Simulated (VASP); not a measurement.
CaS:

```
Ca S
1.0
     0.00000    2.84794    2.84794
     2.84794    0.00000    2.84794
     2.84794    2.84794    0.00000
Ca S
1 1
Direct
  0.00000 0.00000 0.00000
  0.50000 0.50000 0.50000
```

Base run:

* Program: VASP 6.6.1
* Functional: PBE0
* Potentials or basis: VASP PAW PBE potentials, release 64 (Ca_sv, S)
* Cutoff: 400 eV
* k mesh: 6 × 6 × 6
* Occupations: gaussian, width 0.01 eV
* Spin: no spin polarisation

Its results: band gap on the k mesh 4.11 eV (least direct gap 5.04 eV); pressure 0.2 GPa.

Q: The run is repeated on the same cell with these changes: functional from PBE0 to HSE06. What comes out?

A: Band gap on the k mesh 3.40 eV (least direct gap 4.31 eV); pressure 0.3 GPa.

Caveats: the PAW data sets were made with another functional, which shifts forces and pressure a little.

A k mesh can miss the band edges.
